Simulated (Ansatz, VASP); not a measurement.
## Al3GaO6 in VASP and in Ansatz

File INCAR:

```
SYSTEM = Al3GaO6
PREC = Accurate ; ENCUT = 520
EDIFF = 1E-6 ; ISMEAR = 0
SIGMA = 0.01 ; LREAL = .False.
LASPH = .True. ; NELM = 150
ALGO = Normal ; ISIF = 2
LWAVE = .False. ; LCHARG = .True.
LNONCOLLINEAR = .True. ; MAGMOM = 0 0 0 0 0 0 0 0 0 0 0 0 0 0 0 0 0 0 0 0 0 0 0 0 0 0 0 0 0 0
LORBIT = 11 ; LSORBIT = .True.
GGA_COMPAT = .False. ; LORBMOM = .True.
GGA = PE ; LVHAR = .True.
NBANDS = 78
```

Contents of KPOINTS:

```
Automatic mesh
0
Gamma
  6 6 6
  0 0 0
```

Contents of POSCAR:

```
Al3GaO6
1.0
    2.4077890398      1.3901376486      4.3678099106
   -2.4077890398      1.3901376486      4.3678099106
    0.0000000000     -2.7802753023      4.3678099090
Al Ga O
3 1 6
Direct
    0.8531575545      0.8531575545      0.8531575545
    0.6482043944      0.6482043944      0.6482043944
    0.3491418545      0.3491418545      0.3491418545
    0.1422502879      0.1422502879      0.1422502879
    0.7353943456      0.4568612171      0.0572660895
    0.9433608430      0.2487596475      0.5656037658
    0.0572660895      0.7353943456      0.4568612171
    0.4568612171      0.0572660895      0.7353943456
    0.5656037658      0.9433608430      0.2487596475
    0.2487596475      0.5656037658      0.9433608430
```

Input for Ansatz:

```yaml
crystal:
  lattice:
    - [2.4077890398, 1.3901376486, 4.3678099106]
    - [-2.4077890398, 1.3901376486, 4.3678099106]
    - [0.0, -2.7802753023, 4.367809909]
  atoms:
    - { symbol: Al, position: [0.8531575545, 0.8531575545, 0.8531575545] }
    - { symbol: Al, position: [0.6482043944, 0.6482043944, 0.6482043944] }
    - { symbol: Al, position: [0.3491418545, 0.3491418545, 0.3491418545] }
    - { symbol: Ga, position: [0.1422502879, 0.1422502879, 0.1422502879] }
    - { symbol: O, position: [0.7353943456, 0.4568612171, 0.0572660895] }
    - { symbol: O, position: [0.943360843, 0.2487596475, 0.5656037658] }
    - { symbol: O, position: [0.0572660895, 0.7353943456, 0.4568612171] }
    - { symbol: O, position: [0.4568612171, 0.0572660895, 0.7353943456] }
    - { symbol: O, position: [0.5656037658, 0.943360843, 0.2487596475] }
    - { symbol: O, position: [0.2487596475, 0.5656037658, 0.943360843] }
kpoints:
  mp_grid: { grid: [6, 6, 6] }
  band_path:
    path:
      - [0.0, 0.0, 0.0]
      - [-0.5, -0.5, -0.5]
      - [-0.5, -0.2341966891, -0.7658033109]
      - [-0.2341966891, 0.2341966891, -0.5]
      - [0.0, 0.0, -0.5]
      - [0.0, 0.3670983446, -0.3670983446]
      - [-0.3670983446, 0.0, -0.6329016554]
      - [-0.5, 0.0, -0.5]
      - [-0.135417, -0.015625, 0.119792]
    npoints: 1
hamiltonian:
  xc: pbe
scf:
  occupations: { method: fixed }
  n_extra_bands: 12
magnetization:
  noncollinear: true
  spin_orbit: true
output:
  forces: true
  stress: true
  eigenvalues: true
```

Alike in both runs: task single point; functional PBE; k mesh 6 × 6 × 6; non-collinear spin, spin-orbit coupling.

|  | VASP | Ansatz |
| --- | --- | --- |
| version | VASP 6.6.1 | Ansatz 0.2.0 |
| potentials or method | VASP PAW PBE potentials, release 64 (Al, Ga_d, O) | plane waves, PAW |
| plane-wave cutoff (eV) | 520 | 420 |
| occupations | gaussian, width 0.01 eV | fixed |
| valence electrons in the cell | 58 | 58 |

```tsv
	VASP	Ansatz	Ansatz less VASP
pressure (GPa)	8.2	8.1	-0.18
traceless stress, the component that is largest in VASP (GPa)	-0.53	-0.49	+0.041
rms of the force components (eV/Å)	0.069	0.051	-0.0177
net moment per atom (μB)	0.00	0.00	0.000
```

Atom by atom the forces differ by 0.018 eV/Å (rms over components).
